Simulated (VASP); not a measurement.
A run of VASP 6.6.1 is set up as follows.

File INCAR:

```
SYSTEM = Si3B2
ALGO = Normal ; EDIFF = 1E-6
ENCUT = 520 ; GGA = PE
ISIF = 2 ; ISMEAR = 0
LASPH = .TRUE. ; LCHARG = .TRUE.
LELF = .TRUE. ; LREAL = .FALSE.
LVHAR = .TRUE. ; LWAVE = .FALSE.
NBANDS = 29 ; NELM = 100
PREC = Accurate ; SIGMA = 0.1
```

The input KPOINTS:

```
k-points
0
G
  6 6 16
  0 0 0
```

The input POSCAR:

```
Si3B2
1.0
    7.6080654099      0.0000000000      0.0000000000
   -3.8040327049      6.5887779186      0.0000000000
    0.0000000000      0.0000000000      2.4789764650
Si B
6 4
Direct
    0.8093019826      0.1906980174      0.5000000000
    0.8093019826      0.6186039653      0.5000000000
    0.3813960347      0.1906980174      0.5000000000
    0.1906980174      0.8093019826      0.5000000000
    0.1906980174      0.3813960347      0.5000000000
    0.6186039653      0.8093019826      0.5000000000
    0.5000000000      0.0000000000      0.5000000000
    0.0000000000      0.5000000000      0.5000000000
    0.5000000000      0.5000000000      0.5000000000
    0.0000000000      0.0000000000      0.5000000000
```

Potentials or basis: VASP PAW PBE potentials, release 64 (Si, B).

Run with:

```console
$ cat potpaw_PBE.64/Si/POTCAR potpaw_PBE.64/B/POTCAR > POTCAR
$ mpirun -np 1 vasp_std > vasp.out
```

Q: Predict the pressure.

A: -0.1 GPa.

Q: Estimate the band gap on the k mesh.

A: Zero (band 18 reaches 9.91 eV, above the bottom of band 19 at 6.44 eV).
